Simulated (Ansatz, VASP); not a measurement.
**Two plane-wave programs on Sn2PI**

```xyz
4
Lattice="4.1604 0.0000 0.0000 -2.0802 3.6030 0.0000 0.0000 0.0000 20.0000" Properties=species:S:1:pos:R:3 pbc="T T T"
Sn    0.0000    0.0000    8.7181
Sn    0.0000    0.0000   11.4785
P     2.0802    1.2010   12.6305
I     2.0802    1.2010    7.3695
```

Change from the starting cell: species swapped into a sheet of the Ga2SeS type.

Alike in both runs: task single point; functional PBE; k mesh 6 × 6 × 1; occupations gaussian, width 0.1 eV; no spin polarisation.

|  | VASP | Ansatz |
| --- | --- | --- |
| version | VASP 6.6.1 | Ansatz 0.2.0 |
| potentials or method | VASP PAW PBE potentials, release 64 (Sn_d, P, I), cutoff 520 eV | scalar-relativistic, plane waves, PAW |
| valence electrons in the cell | 40 | 50 |

```csv
,VASP,Ansatz,Ansatz less VASP
gap on the k mesh at the Fermi level (eV),none,none,-
rms of the force components (eV/Å),1.063,1.064,+0.0017
```

Atom by atom the forces differ by 0.003 eV/Å (rms over components). A gap of «none» marks a metal or a gap that the smearing closes. VASP's potentials hold 40 valence electrons a cell and Ansatz's 50, so a difference there can come from the potentials and not from the codes. Ansatz's warnings: slab cell height set, structure snapped to symmetry.

Neither program's run includes spin-orbit coupling.
